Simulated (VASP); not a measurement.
Set up this calculation in VASP 6.6.1, as the native input.

```yaml
Task: single point
Functional: r2SCAN
Dispersion: D3(BJ)
Potentials_or_basis: VASP PAW PBE potentials, release 64 (Al, O)
Cutoff: 520 eV
k_mesh: 12 × 12 × 4
Occupations: fermi-dirac, width 0.01 eV
Spin: no spin polarisation
Dipole_correction: no
Further_INCAR_settings: ALGO = Normal; EDIFF = 1e-07; NBANDS = 20
```

Al2O3:

```
CELL_PARAMETERS angstrom
2.99723 0.00000 0.00000
-1.49861 2.59568 0.00000
0.00000 0.00000 7.52380
ATOMIC_POSITIONS crystal
Al 0.00000 0.00000 0.27795
Al 0.00000 0.00000 0.72205
O 0.33333 0.66667 0.19945
O 0.66667 0.33333 0.80055
O 0.00000 0.00000 0.50000
```

These files were run (other wordings do the same):

POSCAR

```
Al2O3
1.0
    2.9972308260      0.0000000000      0.0000000000
   -1.4986149164      2.5956781024      0.0000000000
    0.0000000000      0.0000000000      7.5237979850
Al O
2 3
Direct
    0.0000000000      0.0000000000      0.2779510000
    0.0000000000      0.0000000000      0.7220490000
    0.3333333333      0.6666666667      0.1994540000
    0.6666666667      0.3333333333      0.8005460000
    0.0000000000      0.0000000000      0.5000000000
```

INCAR.step1

```
SYSTEM = Al2O3
ALGO = Normal
EDIFF = 1E-4
ENCUT = 520
GGA = PE
ISMEAR = -1
LASPH = .True.
LCHARG = .False.
LREAL = .False.
LWAVE = .True.
NBANDS = 20
NELM = 60
PREC = Accurate
SIGMA = 0.01
```

INCAR.step2

```
SYSTEM = Al2O3
ALGO = Normal
EDIFF = 1E-7
ENCUT = 520
ISIF = 2
ISMEAR = -1
ISTART = 1
IVDW = 12
LASPH = .True.
LCHARG = .False.
LMIXTAU = .True.
LREAL = .False.
LWAVE = .False.
METAGGA = R2SCAN
NBANDS = 20
NELM = 60
PREC = Accurate
SIGMA = 0.01
VDW_A1 = 0.49484001
VDW_A2 = 5.73083694
VDW_S6 = 1.0
VDW_S8 = 0.78981345
```

KPOINTS

```
k-points
0
Gamma
  12 12 4
  0 0 0
```

Potentials or basis: VASP PAW PBE potentials, release 64 (Al, O).

The run is started by

```bash
$ cat potpaw_PBE.64/Al/POTCAR potpaw_PBE.64/O/POTCAR > POTCAR
$ cp INCAR.step1 INCAR
$ mpirun -np 1 vasp_std > vasp.out
$ cp INCAR.step2 INCAR
$ mpirun -np 1 vasp_std > vasp.out
```

It gave:

* Pressure: -3.4 GPa
* Largest force: 0.248 eV/Å
* Band gap on the k mesh: 3.10 eV, direct
* Dispersion energy per atom: -0.081 eV

Caveat: the PAW data sets were made with another functional, which shifts forces and pressure a little.

Wall time 2 min on 1 thread of Intel(R) Xeon(R) 6975P-C (Granite Rapids) (shared host), peak memory 0.21 GiB.
